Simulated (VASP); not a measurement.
# SrO (I4/mmm) in VASP: notebook, part 2 of 2

VASP 6.6.1. The steps go on from the part before.

### Step 3. Single point, r2SCAN (epitaxial xy strain -5.0%)

File POSCAR:

```
SrO
1.0
    0.0000000000      2.4508977102      2.6570480877
    2.4508977102      0.0000000000      2.6570480877
    2.4508977102      2.4508977102      0.0000000000
Sr O
1 1
Direct
    0.0000000000      0.0000000000      0.0000000000
    0.5000000000      0.5000000000      0.5000000000
```

File INCAR.step1:

```
ALGO = Normal ; EDIFF = 1E-4
ENCUT = 520 ; GGA = PE
ISMEAR = 0 ; LASPH = T
LCHARG = F ; LREAL = F
LWAVE = T ; NBANDS = 15
NELM = 60 ; PREC = Accurate
SIGMA = 0.01
```

File INCAR.step2:

```
ALGO = Normal ; EDIFF = 1E-6
ENCUT = 520 ; ISIF = 2
ISMEAR = 0 ; ISTART = 1
LASPH = T ; LCHARG = F
LMIXTAU = T ; LREAL = F
LWAVE = F ; METAGGA = R2SCAN
NBANDS = 15 ; NELM = 60
PREC = Accurate ; SIGMA = 0.01
```

File KPOINTS:

```
k-points
0
Gamma
  8 8 8
```

Potentials or basis: VASP PAW PBE potentials, release 64 (Sr_sv, O).

Started as:

```
$ cat potpaw_PBE.64/Sr_sv/POTCAR potpaw_PBE.64/O/POTCAR > POTCAR
$ cp INCAR.step1 INCAR
$ mpirun -np 1 vasp_std > vasp.out
$ cp INCAR.step2 INCAR
$ mpirun -np 1 vasp_std > vasp.out
```

OUTCAR:

```text
EDIFF = 1E-6
   ENCUT = 520
   ISIF = 2
   ISMEAR = 0
   ISTART = 1
   LASPH = T
   LREAL = F
   METAGGA = R2SCAN
   NELM = 60
   PREC = Accurate

 ion  position               nearest neighbor table
   1  0.000  0.000  0.000-   2 2.45   2 2.45   2 2.45   2 2.45   2 2.66   2 2.66
   2  0.500  0.500  0.500-   1 2.45   1 2.45   1 2.45   1 2.45   1 2.66   1 2.66

  LATTYP: Found a body centered tetragonal cell.
 ALAT       =     3.4660927818
 C/A-ratio  =     1.5331661643

  Lattice vectors:

 A1 = (  -2.4508977102,   0.0000000000,   2.6570480877)
 A2 = (   2.4508977102,   0.0000000000,   2.6570480877)
 A3 = (   0.0000000000,   2.4508977102,  -2.6570480877)

Analysis of symmetry for initial positions (statically):
=====================================================================
 Subroutine PRICEL returns:
 Original cell was already a primitive cell.

 Routine SETGRP: Setting up the symmetry group for a
 body centered tetragonal supercell.

 Subroutine GETGRP returns: Found 16 space group operations
 (whereof 16 operations were pure point group operations)
 out of a pool of 16 trial point group operations.

The static configuration has the point symmetry D_4h.

Analysis of symmetry for dynamics (positions and initial velocities):
=====================================================================
 Subroutine PRICEL returns:
 Original cell was already a primitive cell.

 Routine SETGRP: Setting up the symmetry group for a
 body centered tetragonal supercell.

 Subroutine GETGRP returns: Found 16 space group operations
 (whereof 16 operations were pure point group operations)
 out of a pool of 16 trial point group operations.

The dynamic configuration has the point symmetry D_4h.

 Subroutine INISYM returns: Found 16 space group operations
 (whereof 16 operations are pure point group operations),
 and found     1 'primitive' translations

----------------------------------------------------------------------------------------

                                     Primitive cell

  volume of cell :      31.9212

  direct lattice vectors                    reciprocal lattice vectors
     0.000000000  2.450897710  2.657048088    -0.204006882  0.204006882  0.188178755
     2.450897710  0.000000000  2.657048088     0.204006882 -0.204006882  0.188178755
     2.450897710  2.450897710  0.000000000     0.204006882  0.204006882 -0.188178755

  length of vectors
     3.614803470  3.614803470  3.466092782     0.344454437  0.344454437  0.344454437

  position of ions in fractional coordinates (direct lattice)
     0.000000000  0.000000000  0.000000000
     0.500000000  0.500000000  0.500000000

  ion indices of the primitive-cell ions
   primitive index   ion index
                 1           1
                 2           2

----------------------------------------------------------------------------------------

 KPOINTS: k-points

Automatic generation of k-mesh.
 Grid dimensions read from file:
 generate k-points for:    8    8    8

 Generating k-lattice:

  Cartesian coordinates                     Fractional coordinates (reciprocal lattice)
    -0.025500860  0.025500860  0.023522344     0.125000000  0.000000000  0.000000000
     0.025500860 -0.025500860  0.023522344     0.000000000  0.125000000  0.000000000
     0.025500860  0.025500860 -0.023522344     0.000000000  0.000000000  0.125000000

  Length of vectors
     0.043056805  0.043056805  0.043056805

  Shift w.r.t. Gamma in fractional coordinates (k-lattice)
     0.000000000  0.000000000  0.000000000

 Subroutine IBZKPT returns following result:
 ===========================================

 Found     59 irreducible k-points:

 Following reciprocal coordinates:
            Coordinates               Weight
  0.000000  0.000000  0.000000      1.000000
  0.125000  0.000000  0.000000      8.000000
  0.250000  0.000000  0.000000      8.000000
  0.375000 -0.000000  0.000000      8.000000
  0.500000  0.000000  0.000000      4.000000
  0.125000  0.125000  0.000000      2.000000
[... 16 lines left out ...]
  0.250000  0.000000  0.125000     16.000000
  0.375000  0.000000  0.125000     16.000000
 [... further k-points ...]
   k-points           NKPTS =     59   k-points in BZ     NKDIM =     59   number of bands    NBANDS=     15
   number of dos      NEDOS =    301   number of ions     NIONS =      2
   total plane-waves  NPLWV =  21952
   dimension x,y,z NGX =    28 NGY =   28 NGZ =   28
   dimension x,y,z NGXF=    56 NGYF=   56 NGZF=   56
   ions per type =               1   1
   NGX,Y,Z   is equivalent  to a cutoff of  12.88, 12.88, 13.43 a.u.
   NGXF,Y,Z  is equivalent  to a cutoff of  25.75, 25.75, 26.86 a.u.
 SYSTEM =  unknown system
   PREC   = accura    normal or accurate (medium, high low for compatibility)
   ISTART =      1    job   : 0-new  1-cont  2-samecut
   ICHARG =      0    charge: 1-file 2-atom 10-const
   ISPIN  =      1    spin polarized calculation?
   LNONCOLLINEAR =      F non collinear calculations
   LSORBIT =      F    spin-orbit coupling
   LASPH  =      T    aspherical Exc in radial PAW
   ENCUT  =  520.0 eV  38.22 Ry    6.18 a.u.   6.72  6.72  6.44*2*pi/ulx,y,z
   NELM   =     60;   NELMIN=  2; NELMDL=  0     # of ELM steps
   EDIFF  = 0.1E-05   stopping-criterion for ELM
   LREAL  =      F    real-space projection
[... 7 lines left out ...]
   TEBEG  =    0.0;   TEEND  =   0.0 temperature during run
   PSTRESS=    0.0 pullay stress
   NELECT =      16.0000    total number of electrons
   NUPDOWN=      -1.0000    fix difference up-down
   EMIN   =  10.00;   EMAX   =-10.00  energy-range for DOS
   EFERMI =   0.00;   METHOD = LEGACY
   ISMEAR =     0;   SIGMA  =   0.01  broadening in eV -4-tet -1-fermi 0-gaus
   EFERMI_NEDOS =   21; number of points for ismear=-14 and -15
   IALGO  =     38    algorithm
   IMIX   =      4    mixing-type and parameters
     AMIX     =   0.40;   BMIX     =  1.00
     AMIX_MAG =   1.60;   BMIX_MAG =  1.00
  volume/ion in A,a.u.               =      15.96       107.71
  Fermi-wavevector in a.u.,A,eV,Ry     =   1.300434  2.457463 23.009192  1.691128
  Thomas-Fermi vector in A             =   2.431633
   LORBIT       =      0    0 simple, 1 ext, 2 COOP (PROOUT), +10 PAW based schemes
   METAGGA = R2SCAN    functional components
   LHFCALC =     F    Hartree Fock is set to
   AEXX    =    0.0000 exact exchange contribution
   IVDW    =     0    specifies the selected vdW correction
   LEPSILON=     F    determine dielectric tensor
   LRPA    =     F    only Hartree local field effects (RPA)
 non-spin polarized calculation
 Gauss-broadening in eV      SIGMA  =   0.01
  energy-cutoff  :      520.00
  volume of cell :       31.92
 maximum number of plane-waves:       885
   NGX = 13   NGY = 13   NGZ = 13

 number of electron      15.9999999 magnetization

 Free energy of the ion-electron system (eV)
  ---------------------------------------------------
  ext. energy  EPLUGINS =         0.00000000
  ---------------------------------------------------
  free energy    TOTEN  =       -26.90313909 eV

  energy without entropy =      -26.90313909  energy(sigma->0) =      -26.90313909

 E-fermi :   1.9178     XC(G=0): -10.9027

 val. band max:        1.7876392472   @ k =   0.5000   0.0000   0.5000
 cond. band min:       5.2795195265   @ k =   0.5000   0.0000   0.5000
 fundamental gap:      3.4918802793
 Fermi energy:         1.9178324321

 k-point     1 :       0.0000    0.0000    0.0000
  band No.  band energies     occupation
      1     -31.5824      2.00000
      2     -14.4697      2.00000
      3     -12.5903      2.00000
      4     -12.5134      2.00000
      5     -12.5134      2.00000
      6       1.4526      2.00000
      7       1.7639      2.00000
      8       1.7639      2.00000
      9       6.5650      0.00000
     10       8.1648      0.00000
     11       8.8278      0.00000
     12       8.8278      0.00000
     13      10.7714      0.00000
     14      11.6302      0.00000
     15      15.3326      0.00000
[... 397 lines left out ...]
 k-point    24 :       0.3750    0.0000    0.1250
  band No.  band energies     occupation
      1     -31.4211      2.00000
      2     -15.6839      2.00000
      3     -12.7740      2.00000
      4     -12.6336      2.00000
      5     -11.6395      2.00000
      6      -0.0699      2.00000
      7       0.6473      2.00000
      8       0.9003      2.00000
      9       7.9160      0.00000
     10       9.5225      0.00000
     11      11.1471      0.00000
     12      11.4205      0.00000
     13      13.3125      0.00000
     14      14.5522      0.00000
     15      19.0480      0.00000

 [... further k-points ...]
[... 5 lines left out ...]
  --------------------------------------------------------------------------------------
  -------------------------------------------------------------------------------------
  Total        3.1043534      3.1043534      0.0703851      0.0000000      0.0000000     -0.0000000
  in kB      155.8123778    155.8123778      3.5327385      0.0000000      0.0000000     -0.0000000
  external PRESSURE =     105.0524981 kB  Pullay stress =       0.0000000 kB

 VOLUME and BASIS-vectors are now :
 -----------------------------------------------------------------------------
  energy-cutoff  :      520.00
  volume of cell :       31.92
      direct lattice vectors                 reciprocal lattice vectors
     0.000000000  2.450897710  2.657048088    -0.204006882  0.204006882  0.188178755
     2.450897710  0.000000000  2.657048088     0.204006882 -0.204006882  0.188178755
     2.450897710  2.450897710  0.000000000     0.204006882  0.204006882 -0.188178755

 POSITION                                       TOTAL-FORCE (eV/Angst)
 -----------------------------------------------------------------------------------
      0.00000      0.00000      0.00000        -0.000000      0.000000      0.000000
      2.45090      2.45090      2.65705         0.000000     -0.000000      0.000000
 -----------------------------------------------------------------------------------
    total drift:                                0.000000      0.000000      0.000000

  FREE ENERGIE OF THE ION-ELECTRON SYSTEM (eV)
  ---------------------------------------------------
  free  energy   TOTEN  =       -26.9031390915 eV

  energy  without entropy=      -26.9031390915  energy(sigma->0) =      -26.90313909
```

Wall time 2.4 min (1 thread of Intel Xeon Platinum 8259CL at 2.50GHz (Skylake/Cascade Lake), shared host); peak memory 0.18 GiB.

Results:

```
Free energy            : -26.9031 eV
Pressure               : 10.5 GPa
Band gap on the k mesh : 3.49 eV, direct
```

Stress tensor (GPa, compression positive):
```
15.58  0.00  0.00
 0.00 15.58  0.00
 0.00  0.00  0.35
```

Caveat: the cell differs from its parent crystal (epitaxial xy strain -5.0%); the PAW data sets were made with another functional, which shifts forces and pressure a little. A k mesh can miss the band edges.
